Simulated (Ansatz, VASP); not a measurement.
## P in VASP and in Ansatz

```xyz
6
Lattice="4.9255 0.0000 0.0000 -2.4627 4.2656 0.0000 0.0000 0.0000 4.6631" Properties=species:S:1:pos:R:3 pbc="T T T"
P     0.0000    1.9966    1.1658
P     0.7336    3.2673    2.7201
P    -0.7336    3.2673    4.2745
P     2.4627    2.2689    3.4973
P     1.7291    0.9983    0.3886
P     3.1963    0.9983    1.9429
```

Alike in both runs: task single point; functional PBE; k mesh 6 × 6 × 4; occupations gaussian, width 0.1 eV; no spin polarisation.

```csv
,VASP,Ansatz
version,VASP 6.6.1,Ansatz 0.2.0
potentials or method,"VASP PAW PBE potentials, release 64 (P), cutoff 520 eV","scalar-relativistic, plane waves, PAW"
valence electrons in the cell,30,30
```

|  | VASP | Ansatz | Ansatz less VASP |
| --- | --- | --- | --- |
| gap on the k mesh at the Fermi level (eV) | none | none | - |
| pressure (GPa) | 21.6 | 22.0 | +0.44 |
| traceless stress, the component that is largest in VASP (GPa) | -0.66 | -0.59 | +0.068 |
| rms of the force components (eV/Å) | 0.118 | 0.104 | -0.0135 |

Atom by atom the forces differ by 0.014 eV/Å (rms over components). A gap of «none» marks a metal or a gap that the smearing closes.
